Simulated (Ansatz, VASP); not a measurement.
## HfB in VASP and in Ansatz

```
CELL_PARAMETERS angstrom
0.00000 2.05106 2.05106
2.05106 0.00000 2.05106
2.05106 2.05106 0.00000
ATOMIC_POSITIONS crystal
Hf 0.50000 0.50000 0.50000
B 0.00000 0.00000 0.00000
```

Change from the starting cell: volume scaled by 0.7, LAPW.

Alike in both runs: task single point; functional PBE; k mesh 13 × 13 × 13; occupations fermi-dirac, width 0.05 eV; no spin polarisation.

|  | VASP | Ansatz |
| --- | --- | --- |
| version | VASP 6.6.1 | Ansatz 0.2.0 |
| potentials or method | VASP PAW PBE potentials, release 64 (Hf_pv, B), cutoff 520 eV | all-electron LAPW, scalar-relativistic |

|  | VASP | Ansatz | Ansatz less VASP |
| --- | --- | --- | --- |
| pressure (GPa) | 209.3 | 203.4 | -5.99 |

Both programs put the cell under a high pressure, so it lies far from rest at this level. Ansatz ran all-electron here, and VASP with PAW potentials.

Spin-orbit coupling is off throughout. Noted on VASP's run: the cell as given lies far from equilibrium.
